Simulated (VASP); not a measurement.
**TiTe2: single point with r2SCAN**

Crystal: TiTe2.

```
Ti Te
1.0
     2.18317    3.78137    0.00000
    -2.18317    3.78137    0.00000
     0.00000    0.00000    4.66412
Ti Te
1 2
Direct
  0.00000 0.00000 0.00000
  0.33330 0.33340 0.50000
  0.66660 0.66670 0.50000
```

```json
{"Program": "VASP 6.6.1", "Task": "single point", "Functional": "r2SCAN", "Potentials or basis": "VASP PAW PBE potentials, release 64 (Ti_sv, Te)", "Cutoff": "520 eV", "k mesh": "9 × 9 × 7", "Occupations": "fermi-dirac, width 0.1 eV", "Spin": "non-collinear spin, zero start, spin-orbit coupling", "Starting moments": "[[0.0, 0.0, 0.0], [0.0, 0.0, 0.0], [0.0, 0.0, 0.0]] μB", "Dipole correction": "no", "Further INCAR settings": "ALGO = Normal; EDIFF = 1e-07; NBANDS = 37"}
```

* Pressure: 23.1 GPa
* Largest force: 0.005 eV/Å
* Net moment: 0.00 μB per cell
* Valence electrons inside the program's atomic spheres: Ti 10.03; Te 3.64

Forces on the atoms (eV/Å):
```
Ti   0.001  0.000  0.000
Te   0.000 -0.005  0.000
Te   0.000  0.005  0.000
```

Stress tensor (GPa, compression positive):
```
 40.35   0.00   0.00
  0.00  40.39   0.00
  0.00   0.00 -11.50
```

Moments on the atoms (μB; x, y, z):
```
Ti  0.00 0.00 0.00
Te  0.00 0.00 0.00
Te  0.00 0.00 0.00
```

Run time: 31 min on 1 × NVIDIA H100 80GB with 1 thread of AMD EPYC 7R13 Processor (Zen 3), on a shared host, peak memory 1.9 GiB.

Caveat: the stress differs along the axes, from -11 to 40 GPa; the PAW data sets were made with another functional, which shifts forces and pressure a little.
